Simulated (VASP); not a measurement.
# Sb (R-3m) in VASP: settings compared

Sb is run at these levels: RPBE+D4, PBE exchange alone, LDA; tasks: single point.

All numbers are computed with VASP 6.6.1; they aren't measurements. Logs are shortened: lines on timing, memory, paths and dates and some standing lists are left out, and cuts for length are marked.

## 1. The cell of the first run

It takes space group R-3m (No. 166, trigonal). Conventional cell: a = 4.365 Å, b = 4.365 Å, c = 11.422 Å, α = 90.00°, β = 90.00°, γ = 120.00°. Sb (site symmetry 3m) has 6 Sb at 2.95 to 3.40 Å within 3.9 Å.

## 2. Single point, RPBE+D4

INCAR reads:

```
PREC = Accurate
ENCUT = 520
EDIFF = 1E-6
ISMEAR = -1
SIGMA = 0.05
LREAL = F
LASPH = T
NELM = 80
ALGO = Normal
ISIF = 2
LWAVE = F
LCHARG = F
GGA = RP
IVDW = 13
NBANDS = 12
```

KPOINTS reads:

```
Automatic mesh
0
Gamma
  8 8 8
```

POSCAR reads:

```
Sb
1.0
    2.1825479877      1.2600946682      3.8074530396
   -2.1825479877      1.2600946682      3.8074530396
    0.0000000000     -2.5201893365      3.8074530396
Sb
2
Direct
    0.7665100000      0.7665100000      0.7665100000
    0.2334900000      0.2334900000      0.2334900000
```

Potentials or basis: VASP PAW PBE potentials, release 64 (Sb).

Run with:

```bash
$ cat potpaw_PBE.64/Sb/POTCAR > POTCAR
$ mpirun -np 1 vasp_std > vasp.out
```

OUTCAR:

```text
PREC = Accurate
   ENCUT = 520
   EDIFF = 1E-6
   ISMEAR = -1
   LREAL = F
   LASPH = T
   NELM = 80
   ISIF = 2
   GGA = RP
   IVDW = 13

 ion  position               nearest neighbor table
   1  0.767  0.767  0.767-   2 2.95   2 2.95   2 2.95   2 3.40   2 3.40   2 3.40
   2  0.233  0.233  0.233-   1 2.95   1 2.95   1 2.95   1 3.40   1 3.40   1 3.40

  LATTYP: Found a trigonal (rhomboedric) cell.
 ALAT       =     4.5659668133
 COS(alpha) =     0.5430253624

  Lattice vectors:

 A1 = (   2.1825479877,   1.2600946682,   3.8074530396)
 A2 = (  -2.1825479877,   1.2600946682,   3.8074530396)
 A3 = (   0.0000000000,  -2.5201893365,   3.8074530396)

Analysis of symmetry for initial positions (statically):
=====================================================================
 Subroutine PRICEL returns:
 Original cell was already a primitive cell.

 Routine SETGRP: Setting up the symmetry group for a
 trigonal (rhombohedral) supercell.

 Subroutine GETGRP returns: Found 12 space group operations
 (whereof 12 operations were pure point group operations)
 out of a pool of 12 trial point group operations.

The static configuration has the point symmetry D_3d.

Analysis of symmetry for dynamics (positions and initial velocities):
=====================================================================
 Subroutine PRICEL returns:
 Original cell was already a primitive cell.

 Routine SETGRP: Setting up the symmetry group for a
 trigonal (rhombohedral) supercell.

 Subroutine GETGRP returns: Found 12 space group operations
 (whereof 12 operations were pure point group operations)
 out of a pool of 12 trial point group operations.

The dynamic configuration has the point symmetry D_3d.

 Subroutine INISYM returns: Found 12 space group operations
 (whereof 12 operations are pure point group operations),
 and found     1 'primitive' translations

----------------------------------------------------------------------------------------

                                     Primitive cell

  volume of cell :      62.8279

  direct lattice vectors                    reciprocal lattice vectors
     2.182547988  1.260094668  3.807453040     0.229090037  0.132265195  0.087547589
    -2.182547988  1.260094668  3.807453040    -0.229090037  0.132265195  0.087547589
     0.000000000 -2.520189337  3.807453040     0.000000000 -0.264530389  0.087547589

  length of vectors
     4.565966813  4.565966813  4.565966813     0.278641180  0.278641180  0.278641180

  position of ions in fractional coordinates (direct lattice)
     0.766510000  0.766510000  0.766510000
     0.233490000  0.233490000  0.233490000

  ion indices of the primitive-cell ions
   primitive index   ion index
                 1           1
                 2           2

----------------------------------------------------------------------------------------

 KPOINTS: Automatic mesh

Automatic generation of k-mesh.
 Grid dimensions read from file:
 generate k-points for:    8    8    8

 Generating k-lattice:

  Cartesian coordinates                     Fractional coordinates (reciprocal lattice)
     0.028636255  0.016533149  0.010943449     0.125000000 -0.000000000  0.000000000
    -0.028636255  0.016533149  0.010943449    -0.000000000  0.125000000  0.000000000
     0.000000000 -0.033066299  0.010943449     0.000000000  0.000000000  0.125000000

  Length of vectors
     0.034830148  0.034830148  0.034830148

  Shift w.r.t. Gamma in fractional coordinates (k-lattice)
     0.000000000  0.000000000  0.000000000

 Subroutine IBZKPT returns following result:
 ===========================================

 Found     65 irreducible k-points:

 Following reciprocal coordinates:
            Coordinates               Weight
  0.000000  0.000000  0.000000      1.000000
  0.125000 -0.000000  0.000000      6.000000
  0.250000 -0.000000  0.000000      6.000000
  0.375000  0.000000  0.000000      6.000000
  0.500000 -0.000000  0.000000      3.000000
  0.125000  0.125000  0.000000      6.000000
[... 16 lines left out ...]
  0.250000  0.125000  0.125000      6.000000
  0.375000  0.125000  0.125000      6.000000
 [... further k-points ...]
   k-points           NKPTS =     65   k-points in BZ     NKDIM =     65   number of bands    NBANDS=     12
   number of dos      NEDOS =    301   number of ions     NIONS =      2
   total plane-waves  NPLWV =  46656
   dimension x,y,z NGX =    36 NGY =   36 NGZ =   36
   dimension x,y,z NGXF=    72 NGYF=   72 NGZF=   72
   ions per type =               2
   NGX,Y,Z   is equivalent  to a cutoff of  13.11, 13.11, 13.11 a.u.
   NGXF,Y,Z  is equivalent  to a cutoff of  26.22, 26.22, 26.22 a.u.
 SYSTEM =  unknown system
   PREC   = accura    normal or accurate (medium, high low for compatibility)
   ISTART =      0    job   : 0-new  1-cont  2-samecut
   ICHARG =      2    charge: 1-file 2-atom 10-const
   ISPIN  =      1    spin polarized calculation?
   LNONCOLLINEAR =      F non collinear calculations
   LSORBIT =      F    spin-orbit coupling
   LASPH  =      T    aspherical Exc in radial PAW
   ENCUT  =  520.0 eV  38.22 Ry    6.18 a.u.   8.49  8.49  8.49*2*pi/ulx,y,z
   NELM   =     80;   NELMIN=  2; NELMDL= -5     # of ELM steps
   EDIFF  = 0.1E-05   stopping-criterion for ELM
   LREAL  =      F    real-space projection
   EDIFFG = 0.1E-04   stopping-criterion for IOM
   NSW    =      0    number of steps for IOM
   IBRION =     -1    ionic relax: 0-MD 1-quasi-New 2-CG
   NFREE  =      0    steps in history (QN), initial steepest desc. (CG)
   ISIF   =      2    stress and relaxation
   ISYM   =      2    0-nonsym 1-usesym 2-fastsym
   POTIM  = 0.5000    time-step for ionic-motion
   TEBEG  =    0.0;   TEEND  =   0.0 temperature during run
   PSTRESS=    0.0 pullay stress
   NELECT =      10.0000    total number of electrons
   NUPDOWN=      -1.0000    fix difference up-down
   EMIN   =  10.00;   EMAX   =-10.00  energy-range for DOS
   EFERMI =   0.00;   METHOD = LEGACY
   ISMEAR =    -1;   SIGMA  =   0.05  broadening in eV -4-tet -1-fermi 0-gaus
   EFERMI_NEDOS =   21; number of points for ismear=-14 and -15
   IALGO  =     38    algorithm
   IMIX   =      4    mixing-type and parameters
     AMIX     =   0.40;   BMIX     =  1.00
     AMIX_MAG =   1.60;   BMIX_MAG =  1.00
  volume/ion in A,a.u.               =      31.41       211.99
  Fermi-wavevector in a.u.,A,eV,Ry     =   0.887205  1.676574 10.709587  0.787132
  Thomas-Fermi vector in A             =   2.008472
   LORBIT       =      0    0 simple, 1 ext, 2 COOP (PROOUT), +10 PAW based schemes
   GGA     = RP    functional components
   LHFCALC =     F    Hartree Fock is set to
   AEXX    =    0.0000 exact exchange contribution
   IVDW    =    13    specifies the selected vdW correction
   LEPSILON=     F    determine dielectric tensor
   LRPA    =     F    only Hartree local field effects (RPA)
 non-spin polarized calculation
  energy-cutoff  :      520.00
  volume of cell :       62.83
 maximum number of plane-waves:      1718
 NGX is ok and might be reduce to    36
   NGX = 17   NGY = 17   NGZ = 17

 number of electron      10.0000000 magnetization

 Free energy of the ion-electron system (eV)
  ---------------------------------------------------
  ext. energy  EPLUGINS =         0.00000000
  ---------------------------------------------------
  free energy    TOTEN  =        -7.54930732 eV

  energy without entropy =       -7.54654764  energy(sigma->0) =       -7.54792748

 E-fermi :   6.9872     XC(G=0):  -9.2838

 val. band max:        6.9445250925   @ k =   0.3750   0.2500   0.2500
 cond. band min:       6.9983344424   @ k =   0.3750   0.1250   0.1250
 fundamental gap:      0.0538093499
 Fermi energy:         6.9872297305

 k-point     1 :       0.0000    0.0000    0.0000
  band No.  band energies     occupation
      1      -5.5019      2.00000
      2       1.9493      2.00000
      3       4.9349      2.00000
      4       5.1715      2.00000
      5       5.1715      2.00000
      6       8.9477      0.00000
      7       9.5404      0.00000
      8       9.5404      0.00000
      9      12.0184      0.00000
     10      12.0184      0.00000
     11      12.1598      0.00000
     12      13.6624      0.00000

 k-point     2 :       0.1250   -0.0000    0.0000
  band No.  band energies     occupation
      1      -5.3365      2.00000
      2       1.3010      2.00000
      3       4.9726      2.00000
      4       5.1341      2.00000
      5       5.4007      2.00000
      6       8.8310      0.00000
      7       9.1182      0.00000
      8       9.1612      0.00000
      9      11.5370      0.00000
     10      11.9443      0.00000
     11      12.1106      0.00000
     12      14.6071      0.00000

 k-point     3 :       0.2500   -0.0000    0.0000
  band No.  band energies     occupation
      1      -4.8455      2.00000
      2      -0.0492      2.00000
      3       4.9895      2.00000
      4       5.0684      2.00000
      5       5.8215      2.00000
      6       8.1396      0.00000
      7       8.2806      0.00000
      8       8.3664      0.00000
      9      11.8800      0.00000
     10      12.4203      0.00000
     11      12.9152      0.00000
     12      16.5136      0.00000
[... 286 lines left out ...]
 k-point    23 :       0.2500    0.1250    0.1250
  band No.  band energies     occupation
      1      -5.1153      2.00000
      2       0.5584      2.00000
      3       4.2554      2.00000
      4       5.4978      2.00000
      5       6.3067      2.00000
      6       8.0464      0.00000
      7       8.1306      0.00000
      8       9.8125      0.00000
      9      11.7115      0.00000
     10      12.1751      0.00000
     11      12.9688      0.00000
     12      14.2782      0.00000

 k-point    24 :       0.3750    0.1250    0.1250
  band No.  band energies     occupation
      1      -4.5469      2.00000
      2      -0.5666      2.00000
      3       3.6949      2.00000
      4       5.4270      2.00000
      5       6.9983      0.88941
      6       7.0444      0.48361
      7       7.6002      0.00001
      8       9.8714      0.00000
      9      11.9412      0.00000
     10      12.8697      0.00000
     11      14.0724      0.00000
     12      15.7168      0.00000

 [... further k-points ...]

------------------------ aborting loop because EDIFF is reached ----------------------------------------

  DFT-D4 for vdW energy calculation

  Edisp (eV):   -1.79303

  FORCE on cell =-STRESS in cart. coord.  units (eV):
  Direction    XX          YY          ZZ          XY          YZ          ZX
  --------------------------------------------------------------------------------------
  -------------------------------------------------------------------------------------
  Total      -1.25051    -1.25051    -1.29008     0.00000     0.00000     0.00000
  in kB     -31.88938   -31.88938   -32.89837     0.00000     0.00000     0.00000
  external pressure =      -32.23 kB  Pullay stress =        0.00 kB

 VOLUME and BASIS-vectors are now :
 -----------------------------------------------------------------------------
  energy-cutoff  :      520.00
  volume of cell :       62.83
      direct lattice vectors                 reciprocal lattice vectors
     2.182547988  1.260094668  3.807453040     0.229090037  0.132265195  0.087547589
    -2.182547988  1.260094668  3.807453040    -0.229090037  0.132265195  0.087547589
     0.000000000 -2.520189337  3.807453040     0.000000000 -0.264530389  0.087547589

 POSITION                                       TOTAL-FORCE (eV/Angst)
 -----------------------------------------------------------------------------------
      0.00000     -0.00000      8.75535         0.000000      0.000000     -0.054293
      0.00000     -0.00000      2.66701         0.000000     -0.000000      0.054293
 -----------------------------------------------------------------------------------
    total drift:                                0.000000     -0.000000     -0.000000

  FREE ENERGIE OF THE ION-ELECTRON SYSTEM (eV)
  ---------------------------------------------------
  free  energy   TOTEN  =        -9.3423379374 eV

  energy  without entropy=       -9.3395782563  energy(sigma->0) =       -9.34095810
```

Wall time 19 s (1 thread of Intel Xeon 6975P-C (Granite Rapids), shared host); peak memory 0.21 GiB.

What came out:

| Item | Value |
| --- | --- |
| Free energy | -9.3423 eV |
| Pressure | -3.2 GPa |
| Largest force | 0.054 eV/Å |
| Band gap on the k mesh | zero (band 5 reaches 7.00 eV, above the bottom of band 6 at 6.71 eV) |
| Dispersion energy per atom | -0.897 eV |

Forces in eV/Å, atoms in the order of the input:
```
Sb   0.000  0.000 -0.054
Sb   0.000  0.000  0.054
```

Caveat: the PAW data sets were made with another functional, which shifts forces and pressure a little; spin-orbit coupling is left out, which moves the levels of the heavy elements; pairwise dispersion overbinds metals, which lowers pressure and volume.

## 3. Single point, PBE exchange alone

INCAR reads:

```
SYSTEM = Sb
PREC = Accurate
ENCUT = 520
EDIFF = 1E-6
ISMEAR = -1
SIGMA = 0.05
LREAL = .FALSE.
LASPH = .TRUE.
NELM = 100
ALGO = Normal
ISIF = 2
LWAVE = .FALSE.
LCHARG = .FALSE.
GGA = PE
ALDAC = 0.0
AGGAC = 0.0
NBANDS = 12
```

KPOINTS reads:

```
Automatic mesh
0
G
  8 8 8
  0 0 0
```

POSCAR is that of step 2.

Potentials or basis: VASP PAW PBE potentials, release 64 (Sb).

Run with:

```bash
$ cat potpaw_PBE.64/Sb/POTCAR > POTCAR
$ mpirun -np 1 vasp_std > vasp.out
```

Wall time 19 s (1 thread of Intel Xeon 6975P-C (Granite Rapids), shared host); peak memory 0.21 GiB.

Results (log left out):

```yaml
Free_energy: -5.3869 eV
Pressure: 9.7 GPa
Largest_force: 0.156 eV/Å
Band_gap_on_the_k_mesh: zero (band 5 reaches 8.40 eV, above the bottom of band 6 at 8.17 eV)
```

Forces in eV/Å, atoms in the order of the input:
```
Sb   0.000  0.000 -0.156
Sb   0.000  0.000  0.156
```

Stress tensor (GPa, compression positive):
```
9.78 0.00 0.00
0.00 9.78 0.00
0.00 0.00 9.55
```

Levels at points of the mesh, in eV from the Fermi level:
```tsv
k point	band 3	band 4	band 5	band 6	band 7	band 8
(0.00, 0.00, 0.00)	-2.07	-1.84	-1.84	1.97	2.51	2.51
(0.50, 0.00, 0.00)	-1.95	-1.84	-0.38	-0.23	0.21	0.46
(0.50, 0.50, 0.00)	-5.24	-3.64	-3.57	1.79	4.57	5.25
(0.50, 0.50, 0.50)	-1.35	-1.35	-0.55	0.09	0.09	1.00
```

Caveat: spin-orbit coupling is left out, which moves the levels of the heavy elements.

[end of part 1 of 2]
